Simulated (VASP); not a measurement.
Here is a VASP 6.6.1 calculation.

INCAR

```
SYSTEM = ScSbSe3
ALGO = Fast ; EDIFF = 1E-7
ENCUT = 520 ; GGA = PE
ISIF = 2 ; ISMEAR = 0
ISPIN = 2 ; LASPH = .TRUE.
LCHARG = .FALSE. ; LMAXMIX = 4
LORBIT = 11 ; LREAL = .FALSE.
LWAVE = .FALSE. ; MAGMOM = 1 0 0 0 0
NBANDS = 29 ; NELM = 150
PREC = Accurate ; SIGMA = 0.1
```

The input KPOINTS:

```
k-points
0
G
  6 6 4
  0 0 0
```

File POSCAR:

```
ScSbSe3
1.0
    5.1690036858      0.0000000000      0.0000000000
   -2.5845018429      4.4764885042      0.0000000000
    0.0000000000      0.0000000000      5.3595188902
Sc Sb Se
1 1 3
Direct
    0.0000000000      0.0000000000      0.5000000000
    0.3333333333      0.6666666667      0.5000000000
    0.6666666667      0.3333333333      0.2619122531
    0.6666666667      0.3333333333      0.7380877469
    0.0000000000      0.0000000000      0.0000000000
```

Potentials or basis: VASP PAW PBE potentials, release 64 (Sc_sv, Sb, Se).

Run with:

```console
$ cat potpaw_PBE.64/Sc_sv/POTCAR potpaw_PBE.64/Sb/POTCAR potpaw_PBE.64/Se/POTCAR > POTCAR
$ mpirun -np 1 vasp_std > vasp.out
```

**Question.** What does it give for the net moment?

**Answer.** 0.00 μB per cell.

**Question.** Predict the largest force.

**Answer.** 0.006 eV/Å.

**Question.** Predict the band gap on the k mesh.

**Answer.** Zero (filled and empty bands overlap).

**Question.** Predict the pressure.

**Answer.** 0.0 GPa.

Forces on the atoms (eV/Å):
```
Sc   0.000  0.000  0.000
Sb   0.000  0.000  0.000
Se   0.000  0.000 -0.006
Se   0.000  0.000  0.006
Se   0.000  0.000  0.000
```

Caveat: spin-orbit coupling is left out, which moves the levels of the heavy elements.
